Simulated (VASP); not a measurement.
FeO (Wuestite), 4 atoms in the cell. Symmetry: Fm-3m, No. 225, cubic system. Conventional cell: a = 4.405 Å, b = 4.405 Å, c = 4.405 Å, α = 90.00°, β = 90.00°, γ = 90.00°. Within 2.9 Å of Fe (site symmetry m-3m) lie 6 O at 2.20 Å. Within 2.9 Å of O (site symmetry m-3m) lie 6 Fe at 2.20 Å. 

```yaml
Program: VASP 6.6.1
Task: single point
Functional: PBE
Potentials_or_basis: VASP PAW PBE potentials, release 64 (Fe_sv, O)
Cutoff: 600 eV
k_mesh: 5 × 5 × 3
Occupations: gaussian, width 0.05 eV
Spin: collinear spin, ferromagnetic start
Starting_moments: "[4.0, 4.0, 0.0, 0.0] μB"
Hubbard_terms: Fe d U = 4.0 eV
Dipole_correction: no
Second_run: valence_matched
Further_INCAR_settings: ALGO = Normal; EDIFF = 1e-06; NBANDS = 34
```

Potentials or basis: VASP PAW PBE potentials, release 64 (Fe_sv, O).

Run with:

```sh
$ cat potpaw_PBE.64/Fe_sv/POTCAR potpaw_PBE.64/O/POTCAR > POTCAR
$ mpirun -np 1 vasp_std > vasp.out
```

Hardware: 1 thread of Intel(R) Xeon(R) Platinum 8488C (Sapphire Rapids), with other jobs on the host.

How long does it take, and how much memory?

Wall time 2.5 min on 1 thread of Intel(R) Xeon(R) Platinum 8488C (Sapphire Rapids), on a shared host, peak memory 0.2 GiB. Counts: scf iterations 82, k points 12.
